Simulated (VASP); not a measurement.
Here is a VASP 6.6.1 calculation.

Contents of POSCAR:

```
C
1.0
    0.0000000000      1.7801417897      1.7801417897
    1.7801417897      0.0000000000      1.7801417897
    1.7801417897      1.7801417897      0.0000000000
C
2
Direct
    0.0000000000      0.0000000000      0.0000000000
    0.2500000000      0.2500000000      0.2500000000
```

Contents of INCAR.step1:

```
  ALGO = Normal
  EDIFF = 1E-5
  ENCUT = 660
  GGA = PE
  GGA_COMPAT = False
  ISMEAR = 0
  LASPH = True
  LCHARG = False
  LREAL = False
  LWAVE = True
  NBANDS = 11
  NELM = 120
  PREC = Accurate
  SIGMA = 0.02
```

Contents of INCAR.step2:

```
  ALGO = Normal
  EDIFF = 1E-6
  ENCUT = 660
  GGA_COMPAT = False
  ISIF = 2
  ISMEAR = 0
  ISTART = 1
  LASPH = True
  LCHARG = False
  LMIXTAU = True
  LREAL = False
  LWAVE = False
  METAGGA = R2SCAN
  NBANDS = 11
  NELM = 120
  PREC = Accurate
  SIGMA = 0.02
```

The input KPOINTS:

```
k-points
0
Gamma
  12 12 12
```

Potentials or basis: VASP PAW PBE potentials, release 64 (C).

Command:

```console
$ cat potpaw_PBE.64/C/POTCAR > POTCAR
$ cp INCAR.step1 INCAR
$ mpirun -np 1 vasp_std > vasp.out
$ cp INCAR.step2 INCAR
$ mpirun -np 1 vasp_std > vasp.out
```

**Question.** What does it give for the band gap on the k mesh?

**Answer.** 4.36 eV, indirect (least direct gap 5.85 eV).

**Question.** Estimate the pressure.

**Answer.** 0.1 GPa.

Caveat: the PAW data sets were made with another functional, which shifts forces and pressure a little. A k mesh can miss the band edges.
